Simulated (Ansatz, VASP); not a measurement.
**Two plane-wave programs on RbCl**

```xyz
2
Lattice="0.0000 3.2740 3.2740 3.2740 0.0000 3.2740 3.2740 3.2740 0.0000" Properties=species:S:1:pos:R:3 pbc="T T T"
Rb    0.0000    0.0000    0.0000
Cl    3.2740    3.2740    3.2740
```

Alike in both runs: functional PBEsol; k mesh 8 × 8 × 8; occupations fermi-dirac, width 0.02 eV; no spin polarisation.

Ansatz relaxed the structure, and its values are those at the end. VASP's run is a single point on that final structure, the one shown.

```csv
,VASP,Ansatz
version,VASP 6.6.1,Ansatz 0.2.0
potentials or method,"VASP PAW PBE potentials, release 64 (Rb_sv, Cl), cutoff 500 eV",PAW plane waves
valence electrons in the cell,16,16
```

```tsv
	VASP	Ansatz	Ansatz less VASP
gap on the k mesh at the Fermi level (eV)	4.89	4.89	+0.004
pressure (GPa)	0.0	0.0	-0.01
```

VASP's potentials were made for PBE, not for PBEsol.
